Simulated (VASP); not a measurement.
Write the native input for VASP 6.6.1 that does the following.

| Quantity | Value |
| --- | --- |
| Task | single point |
| Functional | r2SCAN |
| Potentials or basis | VASP PAW PBE potentials, release 64 (Sb) |
| Cutoff | 520 eV |
| k mesh | 16 × 16 × 16 |
| Occupations | gaussian, width 0.15 eV |
| Spin | no spin polarisation |
| Dipole correction | no |
| Further INCAR settings | ALGO = Normal; EDIFF = 1e-07; NBANDS = 8 |

Sb:

```
Sb
1.0
     3.22320    0.00000    0.00000
     0.00000    3.16000    0.00000
     0.00000    0.00000    3.16000
Sb
1
Direct
  0.00000 0.00000 0.00000
```

This cell differs from its parent crystal: strain +0.0200 x Voigt [1, 0, 0, 0, 0, 0].

One way to write it, as run:

POSCAR

```
Sb
1.0
    3.2232000000      0.0000000000      0.0000000000
    0.0000000000      3.1600000000      0.0000000000
    0.0000000000      0.0000000000      3.1600000000
Sb
1
Direct
    0.0000000000      0.0000000000      0.0000000000
```

INCAR.step1

```
PREC = Accurate ; ENCUT = 520
ISMEAR = 0 ; SIGMA = 0.15
LREAL = False ; LASPH = True
NELM = 60 ; NBANDS = 8
GGA = PE ; ALGO = Normal
EDIFF = 1E-4 ; LWAVE = True
LCHARG = False
```

INCAR.step2

```
PREC = Accurate ; ENCUT = 520
EDIFF = 1E-7 ; ISMEAR = 0
SIGMA = 0.15 ; LREAL = False
LASPH = True ; NELM = 60
ALGO = Normal ; ISIF = 2
LWAVE = False ; LCHARG = True
METAGGA = R2SCAN ; LMIXTAU = True
LELF = True ; LVHAR = True
NBANDS = 8 ; ISTART = 1
```

KPOINTS

```
Automatic mesh
0
Gamma
  16 16 16
```

Potentials or basis: VASP PAW PBE potentials, release 64 (Sb).

Run with:

```console
$ cat potpaw_PBE.64/Sb/POTCAR > POTCAR
$ cp INCAR.step1 INCAR
$ mpirun -np 1 vasp_std > vasp.out
$ cp INCAR.step2 INCAR
$ mpirun -np 1 vasp_std > vasp.out
```

Results of the run:

* Pressure: -4.5 GPa
* Band gap on the k mesh: zero (an odd number of electrons rules out a gap without spin polarisation)

Caveat: the cell differs from its parent crystal (strain +0.0200 x Voigt [1, 0, 0, 0, 0, 0]); the cell stands under tension; the PAW data sets were made with another functional, which shifts forces and pressure a little; spin-orbit coupling is left out, which moves the levels of the heavy elements.

Run time: 2.8 min on 1 thread of Intel(R) Xeon(R) Platinum 8259CL CPU @ 2.50GHz (Skylake/Cascade Lake), on a shared host, peak memory 0.22 GiB.
